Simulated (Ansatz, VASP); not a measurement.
## One calculation of Ge3S4, two programs

Contents of INCAR:

```
SYSTEM = Ge3S4
ALGO = Normal
EDIFF = 1E-6
ENCUT = 520
GGA = PE
ISIF = 2
ISMEAR = 0
LASPH = .True.
LCHARG = .False.
LREAL = .False.
LWAVE = .False.
NBANDS = 42
NELM = 100
PREC = Accurate
SIGMA = 0.1
```

File KPOINTS:

```
k-points
0
Gamma
  4 4 4
  0 0 0
```

File POSCAR:

```
Ge3S4
1.0
    5.5068975400      0.0000000000      0.0000000000
    0.0000000000      5.5068975400      0.0000000000
    0.0000000000      0.0000000000      5.5068975400
Ge S
3 4
Direct
    0.0000000000      0.0000000000      0.5000000000
    0.5000000000      0.0000000000      0.0000000000
    0.0000000000      0.5000000000      0.0000000000
    0.2842946100      0.7157053900      0.2842946100
    0.7157053900      0.2842946100      0.2842946100
    0.2842946100      0.2842946100      0.7157053900
    0.7157053900      0.7157053900      0.7157053900
```

Input for Ansatz:

```yaml
crystal:
  lattice:
    - [5.50689754, 0.0, 0.0]
    - [0.0, 5.50689754, 0.0]
    - [0.0, 0.0, 5.50689754]
  atoms:
    - { symbol: Ge, position: [0.0, 0.0, 0.5] }
    - { symbol: Ge, position: [0.5, 0.0, 0.0] }
    - { symbol: Ge, position: [0.0, 0.5, 0.0] }
    - { symbol: S, position: [0.28429461, 0.71570539, 0.28429461] }
    - { symbol: S, position: [0.71570539, 0.28429461, 0.28429461] }
    - { symbol: S, position: [0.28429461, 0.28429461, 0.71570539] }
    - { symbol: S, position: [0.71570539, 0.71570539, 0.71570539] }
basis:
  ecutwfc: 420
kpoints:
  mp_grid: { grid: [4, 4, 4] }
hamiltonian:
  xc: pbe
scf:
  occupations: { method: gaussian, width: 0.1 }
  lower_state_search: "off"
output:
  forces: true
  stress: true
  eigenvalues: true
```

Change from the starting cell: species swapped into the Sn3As4 type (P-43m, No. 215).

Alike in both runs: task single point; functional PBE; k mesh 4 × 4 × 4; occupations gaussian, width 0.1 eV; no spin polarisation.

```csv
,VASP,Ansatz
version,VASP 6.6.1,Ansatz 0.2.0
potentials or method,"VASP PAW PBE potentials, release 64 (Ge_d, S), cutoff 520 eV","scalar-relativistic, plane waves, PAW"
valence electrons in the cell,66,66
```

VASP gave:

| Quantity | Value |
| --- | --- |
| gap on the k mesh at the Fermi level (eV) | none |
| pressure (GPa) | 0.4 |
| rms of the force components (eV/Å) | 0.161 |

Q: Which values does Ansatz return?

A: gap on the k mesh at the Fermi level (eV): none; pressure (GPa): 0.5; rms of the force components (eV/Å): 0.162.

Atom by atom the forces differ by 0.000 eV/Å (rms over components). A gap of «none» marks a metal or a gap that the smearing closes.
